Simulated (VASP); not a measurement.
# Al (P6/mmm) in VASP: a series of runs

The runs below take Al through relaxation of cell and atoms, single point, with PBE.

Everything below comes from runs of VASP 6.6.1. Logs are shortened: lines on timing, memory, paths and dates and some standing lists are left out, and cuts for length are marked.

## (1) The cell of the first run

Symmetry: P6/mmm, No. 191, hexagonal system. Conventional cell: a = 3.621 Å, b = 3.621 Å, c = 2.746 Å, α = 90.00°, β = 90.00°, γ = 120.00°. Al (site symmetry -6m2) has 5 Al at 2.09 to 2.75 Å within 2.8 Å.

## (2) Relaxation of cell and atoms, PBE

Input file INCAR:

```
PREC = Accurate ; ENCUT = 600
EDIFF = 1E-6 ; ISMEAR = 0
SIGMA = 0.1 ; LREAL = False
LASPH = True ; NELM = 60
ALGO = Normal ; ISIF = 3
LWAVE = False ; LCHARG = False
GGA = PE ; IBRION = 2
NSW = 90 ; EDIFFG = -0.04
```

Input file KPOINTS:

```
Automatic mesh
0
Gamma
  6 6 6
```

Input file POSCAR:

```
Al
1.0
    3.6211999100      0.0000000000      0.0000000000
   -1.8105999500      3.1360511100      0.0000000000
    0.0000000000      0.0000000000      2.7458100800
Al
2
Direct
    0.3333333300      0.6666666700      0.0000000000
    0.6666666700      0.3333333300      0.0000000000
```

Potentials or basis: VASP PAW PBE potentials, release 64 (Al).

Run with:

```sh
cat potpaw_PBE.64/Al/POTCAR > POTCAR
mpirun -np 1 vasp_std > vasp.out
```

OUTCAR:

```text
PREC = Accurate
   ENCUT = 600
   EDIFF = 1E-6
   ISMEAR = 0
   LREAL = False
   LASPH = True
   NELM = 60
   ISIF = 3
   GGA = PE
   IBRION = 2
   NSW = 90
   EDIFFG = -0.04

 ion  position               nearest neighbor table
   1  0.333  0.667  0.000-   2 2.09   2 2.09   2 2.09
   2  0.667  0.333  0.000-   1 2.09   1 2.09   1 2.09

  LATTYP: Found a hexagonal cell.
 ALAT       =     3.6211999100
 C/A-ratio  =     0.7582597339

  Lattice vectors:

 A1 = (   3.6211999100,   0.0000000000,   0.0000000000)
 A2 = (  -1.8105999500,   3.1360511100,   0.0000000000)
 A3 = (   0.0000000000,   0.0000000000,   2.7458100800)

Analysis of symmetry for initial positions (statically):
=====================================================================
 Subroutine PRICEL returns:
 Original cell was already a primitive cell.

 Routine SETGRP: Setting up the symmetry group for a
 hexagonal supercell.

 Subroutine GETGRP returns: Found 24 space group operations
 (whereof 24 operations were pure point group operations)
 out of a pool of 24 trial point group operations.

The static configuration has the point symmetry D_6h.

Analysis of symmetry for dynamics (positions and initial velocities):
=====================================================================
 Subroutine PRICEL returns:
 Original cell was already a primitive cell.

 Routine SETGRP: Setting up the symmetry group for a
 hexagonal supercell.

 Subroutine GETGRP returns: Found 24 space group operations
 (whereof 24 operations were pure point group operations)
 out of a pool of 24 trial point group operations.

The dynamic configuration has the point symmetry D_6h.

 Subroutine INISYM returns: Found 24 space group operations
 (whereof 24 operations are pure point group operations),
 and found     1 'primitive' translations

----------------------------------------------------------------------------------------

                                     Primitive cell

  volume of cell :      31.1822

  direct lattice vectors                    reciprocal lattice vectors
     3.621199910  0.000000000  0.000000000     0.276151559  0.159436177  0.000000000
    -1.810599950  3.136051110  0.000000000     0.000000000  0.318872354  0.000000000
     0.000000000  0.000000000  2.745810080     0.000000000  0.000000000  0.364191248

  length of vectors
     3.621199910  3.621199904  2.745810080     0.318872354  0.318872354  0.364191248

  position of ions in fractional coordinates (direct lattice)
     0.333333330  0.666666670  0.000000000
     0.666666670  0.333333330  0.000000000

  ion indices of the primitive-cell ions
   primitive index   ion index
                 1           1
                 2           2

----------------------------------------------------------------------------------------

 KPOINTS: Automatic mesh

Automatic generation of k-mesh.
 Grid dimensions read from file:
 generate k-points for:    6    6    6

 Generating k-lattice:

  Cartesian coordinates                     Fractional coordinates (reciprocal lattice)
     0.046025260  0.026572696  0.000000000     0.166666667  0.000000000  0.000000000
     0.000000000  0.053145392  0.000000000     0.000000000  0.166666667  0.000000000
     0.000000000  0.000000000  0.060698541     0.000000000  0.000000000  0.166666667

  Length of vectors
     0.053145392  0.053145392  0.060698541

  Shift w.r.t. Gamma in fractional coordinates (k-lattice)
     0.000000000  0.000000000  0.000000000

 Subroutine IBZKPT returns following result:
 ===========================================

 Found     28 irreducible k-points:

 Following reciprocal coordinates:
            Coordinates               Weight
  0.000000  0.000000  0.000000      1.000000
  0.166667 -0.000000  0.000000      6.000000
  0.333333  0.000000  0.000000      6.000000
  0.500000  0.000000  0.000000      3.000000
  0.166667  0.166667  0.000000      6.000000
  0.333333  0.166667  0.000000     12.000000
[... 16 lines left out ...]
  0.166667 -0.000000  0.500000      6.000000
  0.333333  0.000000  0.500000      6.000000
 [... further k-points ...]
   k-points           NKPTS =     28   k-points in BZ     NKDIM =     28   number of bands    NBANDS=      7
   number of dos      NEDOS =    301   number of ions     NIONS =      2
   total plane-waves  NPLWV =  21600
   dimension x,y,z NGX =    30 NGY =   30 NGZ =   24
   dimension x,y,z NGXF=    60 NGYF=   60 NGZF=   48
   ions per type =               2
   NGX,Y,Z   is equivalent  to a cutoff of  13.77, 13.77, 14.53 a.u.
   NGXF,Y,Z  is equivalent  to a cutoff of  27.55, 27.55, 29.06 a.u.
 SYSTEM =  unknown system
   PREC   = accura    normal or accurate (medium, high low for compatibility)
   ISTART =      0    job   : 0-new  1-cont  2-samecut
   ICHARG =      2    charge: 1-file 2-atom 10-const
   ISPIN  =      1    spin polarized calculation?
   LNONCOLLINEAR =      F non collinear calculations
   LSORBIT =      F    spin-orbit coupling
   LASPH  =      T    aspherical Exc in radial PAW
   ENCUT  =  600.0 eV  44.10 Ry    6.64 a.u.   7.23  7.23  5.48*2*pi/ulx,y,z
   NELM   =     60;   NELMIN=  2; NELMDL= -5     # of ELM steps
   EDIFF  = 0.1E-05   stopping-criterion for ELM
   LREAL  =      F    real-space projection
   EDIFFG = -.4E-01   stopping-criterion for IOM
   NSW    =     90    number of steps for IOM
   IBRION =      2    ionic relax: 0-MD 1-quasi-New 2-CG
   NFREE  =      1    steps in history (QN), initial steepest desc. (CG)
   ISIF   =      3    stress and relaxation
   ISYM   =      2    0-nonsym 1-usesym 2-fastsym
   POTIM  = 0.5000    time-step for ionic-motion
   TEBEG  =    0.0;   TEEND  =   0.0 temperature during run
   PSTRESS=    0.0 pullay stress
   NELECT =       6.0000    total number of electrons
   NUPDOWN=      -1.0000    fix difference up-down
   EMIN   =  10.00;   EMAX   =-10.00  energy-range for DOS
   EFERMI =   0.00;   METHOD = LEGACY
   ISMEAR =     0;   SIGMA  =   0.10  broadening in eV -4-tet -1-fermi 0-gaus
   EFERMI_NEDOS =   21; number of points for ismear=-14 and -15
   IALGO  =     38    algorithm
   IMIX   =      4    mixing-type and parameters
     AMIX     =   0.40;   BMIX     =  1.00
     AMIX_MAG =   1.60;   BMIX_MAG =  1.00
  volume/ion in A,a.u.               =      15.59       105.21
  Fermi-wavevector in a.u.,A,eV,Ry     =   0.945126  1.786030 12.153592  0.893264
  Thomas-Fermi vector in A             =   2.072998
   LORBIT       =      0    0 simple, 1 ext, 2 COOP (PROOUT), +10 PAW based schemes
   GGA     = PE    functional components
   LHFCALC =     F    Hartree Fock is set to
   AEXX    =    0.0000 exact exchange contribution
   IVDW    =     0    specifies the selected vdW correction
   LEPSILON=     F    determine dielectric tensor
   LRPA    =     F    only Hartree local field effects (RPA)
 conjugate gradient relaxation of ions
 non-spin polarized calculation
 Gauss-broadening in eV      SIGMA  =   0.10
  energy-cutoff  :      600.00
  volume of cell :       31.18
 maximum number of plane-waves:      1065
 NGX is ok and might be reduce to    30
   NGX = 15   NGY = 15   NGZ = 11

--------------------------------------- Ionic step        1  -------------------------------------------

 number of electron       6.0000000 magnetization

 Free energy of the ion-electron system (eV)
  ---------------------------------------------------
  ext. energy  EPLUGINS =         0.00000000
  ---------------------------------------------------
  free energy    TOTEN  =        -2.94271125 eV

  energy without entropy =       -2.93817532  energy(sigma->0) =       -2.94044328

 E-fermi :   7.7805     XC(G=0): -10.1788

 val. band max:        7.7135501735   @ k =   0.3333   0.1667   0.3333
 cond. band min:       7.9361437857   @ k =   0.3333   0.1667   0.5000
 fundamental gap:      0.2225936122
 Fermi energy:         7.7804656653

 k-point     1 :       0.0000    0.0000    0.0000
  band No.  band energies     occupation
      1      -3.2664      2.00000
      2       8.4313      0.00000
      3       8.4313      0.00000
      4      11.3089      0.00000
      5      11.3089      0.00000
      6      12.5175      0.00000
      7      13.9612      0.00000
[... 221 lines left out ...]
 k-point    24 :       0.3333    0.0000    0.5000
  band No.  band energies     occupation
      1       2.3659      2.00000
      2       3.7255      2.00000
      3       6.8519      2.00000
      4       8.4395      0.00000
      5       9.6531      0.00000
      6      12.9413      0.00000
      7      13.4279      0.00000

 [... further k-points ...]

------------------------ aborting loop because EDIFF is reached ----------------------------------------

  FORCE on cell =-STRESS in cart. coord.  units (eV):
  Direction    XX          YY          ZZ          XY          YZ          ZX
  --------------------------------------------------------------------------------------
  -------------------------------------------------------------------------------------
  Total       18.3393100     18.3393099      0.2650541      0.0000000      0.0000000      0.0000000
  in kB      942.2962123    942.2962097     13.6188069      0.0000015      0.0000000      0.0000000
  external PRESSURE =     632.7370763 kB  Pullay stress =       0.0000000 kB
[... 237 lines left out ...]
  energy  without entropy=       -6.4414840196  energy(sigma->0) =       -6.44445912

--------------------------------------- Ionic step        8  -------------------------------------------

 number of electron       6.0000000 magnetization

 E-fermi :   4.1003     XC(G=0):  -8.5071

 val. band max:        4.0687548948   @ k =   0.5000   0.0000   0.0000
 cond. band min:       4.1089630495   @ k =   0.3333   0.0000   0.5000
 fundamental gap:      0.0402081547
 Fermi energy:         4.1002655227

 k-point     1 :       0.0000    0.0000    0.0000
  band No.  band energies     occupation
      1      -4.8275      2.00000
      2       3.0844      2.00000
      3       3.0844      2.00000
      4       3.3201      2.00000
      5       6.1744      0.00000
      6       6.1744      0.00000
      7       9.4371      0.00000
[... 221 lines left out ...]
 k-point    24 :       0.3333    0.0000    0.5000
  band No.  band energies     occupation
      1       0.5997      2.00000
      2       1.2602      2.00000
      3       3.6167      2.00000
      4       4.1090      0.90211
      5       5.7150      0.00000
      6       8.4014      0.00000
      7       9.0131      0.00000

 [... further k-points ...]

------------------------ aborting loop because EDIFF is reached ----------------------------------------

  FORCE on cell =-STRESS in cart. coord.  units (eV):
  Direction    XX          YY          ZZ          XY          YZ          ZX
  --------------------------------------------------------------------------------------
  -------------------------------------------------------------------------------------
  Total        0.1553719      0.1553719      0.0114245      0.0000000     -0.0000000      0.0000000
  in kB        5.0994133      5.0994133      0.3749601      0.0000000     -0.0000000      0.0000000
  external PRESSURE =       3.5245955 kB  Pullay stress =       0.0000000 kB
[... 21 lines left out ...]
  energy  without entropy=       -6.4420993453  energy(sigma->0) =       -6.44498467

--------------------------------------- Ionic step        9  -------------------------------------------

 number of electron       6.0000000 magnetization

 Free energy of the ion-electron system (eV)
  ---------------------------------------------------
  ext. energy  EPLUGINS =         0.00000000
  ---------------------------------------------------
  free energy    TOTEN  =        -6.44845703 eV

  energy without entropy =       -6.44228737  energy(sigma->0) =       -6.44537220

 E-fermi :   4.0425     XC(G=0):  -8.4792

 val. band max:        3.9998656202   @ k =   0.5000   0.0000   0.0000
 cond. band min:       4.0438213209   @ k =   0.3333   0.0000   0.5000
 fundamental gap:      0.0439557007
 Fermi energy:         4.0425400660

 k-point     1 :       0.0000    0.0000    0.0000
  band No.  band energies     occupation
      1      -4.8497      2.00000
      2       3.0179      2.00000
      3       3.0179      2.00000
      4       3.1970      2.00000
      5       6.1031      0.00000
      6       6.1031      0.00000
      7       9.3569      0.00000
[... 221 lines left out ...]
 k-point    24 :       0.3333    0.0000    0.5000
  band No.  band energies     occupation
      1       0.5674      2.00000
      2       1.2234      2.00000
      3       3.5648      2.00000
      4       4.0438      0.98554
      5       5.6599      0.00000
      6       8.3407      0.00000
      7       8.9394      0.00000

 [... further k-points ...]

------------------------ aborting loop because EDIFF is reached ----------------------------------------

  FORCE on cell =-STRESS in cart. coord.  units (eV):
  Direction    XX          YY          ZZ          XY          YZ          ZX
  --------------------------------------------------------------------------------------
  -------------------------------------------------------------------------------------
  Total        0.0007301      0.0007301     -0.0161569      0.0000000      0.0000000     -0.0000000
  in kB        0.0237717      0.0237717     -0.5260309      0.0000000      0.0000000     -0.0000000
  external PRESSURE =      -0.1594959 kB  Pullay stress =       0.0000000 kB
[... 17 lines left out ...]
  FREE ENERGIE OF THE ION-ELECTRON SYSTEM (eV)
  ---------------------------------------------------
  free  energy   TOTEN  =        -6.4484570297 eV

  energy  without entropy=       -6.4422873741  energy(sigma->0) =       -6.44537220

 reached required accuracy - stopping structural energy minimisation
```

Wall time 16 s (1 thread of AMD EPYC 9R45 (Zen 5), shared host); peak memory 0.12 GiB.

Results:

```yaml
Free_energy: -6.4485 eV
Relaxed_volume: 24.61 Å³/atom
Relaxed_cell: a = 4.572 Å, b = 4.572 Å, c = 2.718 Å, α = 90.00°, β = 90.00°, γ = 120.00°
Space_group_after_relaxing_to_0.05_Å: P6/mmm (No. 191)
Energy_gained_by_relaxing: 1752.9 meV/atom
Ionic_steps: 9
Pressure_after_relaxing: 0.0 GPa
Band_gap_on_the_k_mesh: zero (band 3 reaches 6.41 eV, above the bottom of band 4 at 2.48 eV)
```

Step by step:
```
step  energy change (eV)  largest force (eV/Å)  pressure (GPa)  volume (Å³)
   1              0.0000                0.0000           63.27        31.18
   2             -3.0896                0.0000           -5.63        65.29
   3             -3.4989                0.0000            0.45        48.95
   4             -3.4971                0.0000           -1.41        51.07
   5             -3.5027                0.0000           -0.43        49.91
   6             -3.5020                0.0000           -0.05        49.49
   7             -3.5047                0.0000            0.18        49.06
   8             -3.5052                0.0000            0.35        48.82
   9             -3.5057                0.0000           -0.02        49.21
```

Final structure:
```cif
data_structure
_symmetry_space_group_name_H-M 'P 1'
_symmetry_Int_Tables_number 1
_cell_length_a 4.5724
_cell_length_b 4.5724
_cell_length_c 2.7179
_cell_angle_alpha 90.000
_cell_angle_beta 90.000
_cell_angle_gamma 120.000
_cell_volume 49.21
loop_
_atom_site_label
_atom_site_type_symbol
_atom_site_fract_x
_atom_site_fract_y
_atom_site_fract_z
_atom_site_occupancy
Al1 Al 0.33333 0.66667 0.00000 1
Al2 Al 0.66667 0.33333 0.00000 1
```

Levels at points of the mesh, in eV from the Fermi level:
| k point | band 1 | band 2 | band 3 | band 4 | band 5 | band 6 | band 7 |
| --- | --- | --- | --- | --- | --- | --- | --- |
| (0.00, 0.00, 0.00) | -8.89 | -1.02 | -1.02 | -0.85 | 2.06 | 2.06 | 5.31 |
| (0.50, 0.00, 0.00) | -7.35 | -5.98 | -2.07 | -0.04 | 6.70 | 7.17 | 7.21 |
| (0.00, 0.00, 0.50) | -4.38 | -3.61 | 2.36 | 2.36 | 2.44 | 5.24 | 5.24 |
| (0.50, 0.00, 0.50) | -2.77 | -2.25 | -1.57 | -0.90 | 1.44 | 4.09 | 4.69 |

Caveat: the k points lie up to 0.39 Å⁻¹ apart in the final cell; the volume moved by over 15 % at a fixed basis, so the end points are rough.

## (3) Single point, PBE

This run uses another cell than the first one, of 24.63 Å³/atom, 1.580 times its volume.

Input file INCAR:

```
SYSTEM = Al
PREC = Accurate
ENCUT = 520
EDIFF = 1E-7
ISMEAR = 0
SIGMA = 0.1
LREAL = .False.
LASPH = .True.
NELM = 60
ALGO = Normal
ISIF = 2
LWAVE = .False.
LCHARG = .False.
GGA = PE
NBANDS = 10
```

Input file KPOINTS:

```
regular mesh
0
Gamma
  12 12 20
  0 0 0
```

Input file POSCAR:

```
Al
1.0
    4.5451291953      0.0000000000      0.0000000000
   -2.2725645977      3.9361973466      0.0000000000
    0.0000000000      0.0000000000      2.7530670724
Al
2
Direct
    0.3333333333      0.6666666667      0.0000000000
    0.6666666667      0.3333333333      0.0000000000
```

Potentials or basis: VASP PAW PBE potentials, release 64 (Al).

Run with:

```sh
cat potpaw_PBE.64/Al/POTCAR > POTCAR
mpirun -np 1 vasp_std > vasp.out
```

It took 31 s on 1 thread of AMD EPYC 9R45 (Zen 5), shared host; peak memory 0.18 GiB.

The run converged. Its results:

| Property | Result |
| --- | --- |
| Free energy | -6.5008 eV |
| Pressure | 0.0 GPa |
| Band gap on the k mesh | zero (band 3 reaches 6.32 eV, above the bottom of band 4 at 2.52 eV) |

Levels at points of the mesh, in eV from the Fermi level:
```tsv
k point	band 1	band 2	band 3	band 4	band 5	band 6	band 7
(0.00, 0.00, 0.00)	-8.80	-0.87	-0.87	-0.56	2.21	2.21	5.47
(0.50, 0.00, 0.00)	-7.22	-5.85	-1.94	0.11	6.93	7.38	7.47
(0.00, 0.00, 0.50)	-4.48	-3.55	2.35	2.35	2.67	5.37	5.37
(0.50, 0.00, 0.50)	-2.85	-2.16	-1.64	-0.80	1.41	4.19	4.66
```
